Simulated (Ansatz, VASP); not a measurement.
One calculation of P, two programs

```
CELL_PARAMETERS angstrom
6.16820 3.56121 1.06817
-6.16820 3.56121 1.06817
0.00000 -7.12243 1.06817
ATOMIC_POSITIONS crystal
P 0.78727 0.18450 0.78727
P 0.21273 0.21273 0.81550
P 0.18450 0.78727 0.78727
P 0.81550 0.21273 0.21273
P 0.78727 0.78727 0.18450
P 0.21273 0.81550 0.21273
```

Alike in both runs: functional PBE; k mesh 12 × 12 × 12; occupations gaussian, width 0.1 eV; no spin polarisation.

Ansatz relaxed the structure, and its values are those at the end. VASP's run is a single point on that final structure, the one shown.

|  | VASP | Ansatz |
| --- | --- | --- |
| version | VASP 6.6.1 | Ansatz 0.2.0 |
| potentials or method | VASP PAW PBE potentials, release 64 (P), cutoff 520 eV | scalar-relativistic, plane waves, PAW |
| valence electrons in the cell | 30 | 30 |

Ansatz gave:

| Property | Result |
| --- | --- |
| gap on the k mesh at the Fermi level (eV) | none |
| pressure (GPa) | 0.0 |
| rms of the force components (eV/Å) | 0.005 |

**Question.** What did VASP give for the same quantities?

**Answer.** gap on the k mesh at the Fermi level (eV): none; pressure (GPa): -0.2; rms of the force components (eV/Å): 0.044.

A gap of «none» marks a metal or a gap that the smearing closes.
